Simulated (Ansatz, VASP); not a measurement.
**One calculation of Al, two programs**

```
Al
1.0
     4.58387    0.00000    0.00000
    -2.29193    3.96975    0.00000
     0.00000    0.00000    2.83614
Al
3
Direct
  0.00000 0.00000 0.00000
  0.33333 0.66667 0.50000
  0.66667 0.33333 0.50000
```

Alike in both runs: functional PBE; k mesh 8 × 8 × 11; occupations fermi-dirac, width 0.1 eV; no spin polarisation.

Ansatz relaxed the structure, and its values are those at the end. VASP's run is a single point on that final structure, the one shown.

```csv
,VASP,Ansatz
version,VASP 6.6.1,Ansatz 0.2.0
potentials or method,"VASP PAW PBE potentials, release 64 (Al), cutoff 500 eV","plane waves (420 eV) with PAW, scalar-relativistic"
valence electrons in the cell,9,9
```

|  | VASP | Ansatz | Ansatz less VASP |
| --- | --- | --- | --- |
| pressure (GPa) | 0.0 | 0.0 | +0.02 |

With one functional, cell and mesh, what is left measures potentials, basis and numerics.
